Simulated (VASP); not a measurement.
LiF:

```
Li F
1.0
     2.84304    0.00000    0.00000
    -1.42152    2.46215    0.00000
     0.00000    0.00000    6.22636
Li F
3 3
Direct
  0.00000 0.50000 0.16667
  0.50000 0.50000 0.83333
  0.50000 0.00000 0.50000
  0.50000 0.50000 0.33333
  0.50000 0.00000 0.00000
  0.00000 0.50000 0.66667
```

The cell was generated, and may not be a known phase.

```yaml
Program: VASP 6.6.1
Task: relaxation of cell and atoms
Functional: PBE
Potentials_or_basis: VASP PAW PBE potentials, release 64 (Li_sv, F)
Cutoff: 600 eV
k_mesh: 6 × 6 × 4
Occupations: gaussian, width 0.1 eV
Spin: no spin polarisation
```

At the start: pressure 27.4 GPa; volume 7.26 Å³/atom.

Problem. How do energy, volume and symmetry change on relaxing?

Solution. Over 8 steps the energy falls by 176.3 meV/atom and the volume is 9.24 Å³/atom (+27.1 %); space group P6_222 (No. 180, to 0.1 Å) before and after.

Step by step:
```tsv
step	energy change (eV)	largest force (eV/Å)	pressure (GPa)	volume (Å³)
1	0.0000	0.0000	27.41	43.58
2	-0.9130	0.0000	6.15	51.87
3	-1.0175	0.0000	0.50	55.70
4	-1.0220	0.0000	-0.77	56.73
5	-1.0217	0.0000	-1.11	57.02
6	-1.0402	0.0000	-1.03	56.71
7	-1.0557	0.0000	-0.90	56.08
8	-1.0577	0.0000	-0.06	55.41
```

Final structure:
```xyz
6
Lattice="2.9673 0.0000 0.0000 -1.4837 2.5698 0.0000 0.0000 0.0000 7.2667" Properties=species:S:1:pos:R:3 pbc="T T T"
Li   -0.7418    1.2849    1.2111
Li    0.7418    1.2849    6.0556
Li    1.4837    0.0000    3.6334
F     0.7418    1.2849    2.4222
F     1.4837    0.0000    0.0000
F    -0.7418    1.2849    4.8445
```

Caveat: the k points lie up to 0.41 Å⁻¹ apart in the final cell; the cutoff is under 1.25 times the usual one of these potentials, so pressure, stress and relaxed cells hold a basis-set (Pulay) error; the volume moved by over 15 % at a fixed basis, so the end points are rough.
